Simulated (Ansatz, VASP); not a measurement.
**One calculation of ZrN, two programs**

INCAR

```
SYSTEM = ZrN
PREC = Accurate
ENCUT = 600
EDIFF = 1E-6
ISMEAR = 0
SIGMA = 0.05
LREAL = .False.
LASPH = .True.
NELM = 120
ALGO = Normal
ISIF = 2
LWAVE = .False.
LCHARG = .False.
GGA = RP
NBANDS = 16
GGA_COMPAT = .False.
```

The input KPOINTS:

```
Automatic mesh
0
Gamma
  8 8 8
  0 0 0
```

File POSCAR:

```
ZrN
1.0
    0.0000000000      2.3251757699      2.3251757699
    2.3251757699      0.0000000000      2.3251757699
    2.3251757699      2.3251757699      0.0000000000
Zr N
1 1
Direct
    0.5000000000      0.5000000000      0.5000000000
    0.0000000000      0.0000000000      0.0000000000
```

Input for Ansatz:

```yaml
crystal:
  lattice:
    - [0.0, 2.3251757699, 2.3251757699]
    - [2.3251757699, 0.0, 2.3251757699]
    - [2.3251757699, 2.3251757699, 0.0]
  atoms:
    - { symbol: Zr, position: [0.5, 0.5, 0.5] }
    - { symbol: "N", position: [0.0, 0.0, 0.0] }
basis:
  ecutwfc: 420
  ecutrho_ratio: 4
kpoints:
  mp_grid: { grid: [8, 8, 8] }
hamiltonian:
  xc: rpbe
scf:
  occupations: { method: gaussian, width: 0.05 }
output:
  forces: true
  stress: true
  eigenvalues: true
```

Alike in both runs: task single point; functional RPBE; k mesh 8 × 8 × 8; occupations gaussian, width 0.05 eV; no spin polarisation.

|  | VASP | Ansatz |
| --- | --- | --- |
| version | VASP 6.6.1 | Ansatz 0.2.0 |
| potentials or method | VASP PAW PBE potentials, release 64 (Zr_sv, N), cutoff 600 eV | scalar-relativistic, plane waves, PAW |
| valence electrons in the cell | 17 | 17 |

Ansatz gave:

* gap on the k mesh at the Fermi level (eV): none
* pressure (GPa): -4.5

Question: What did VASP give for the same quantities?

Answer: gap on the k mesh at the Fermi level (eV): none; pressure (GPa): -4.3.

VASP's potentials were made for PBE, not for RPBE. A gap of «none» marks a metal or a gap that the smearing closes. With one functional, cell and mesh, what is left measures potentials, basis and numerics.
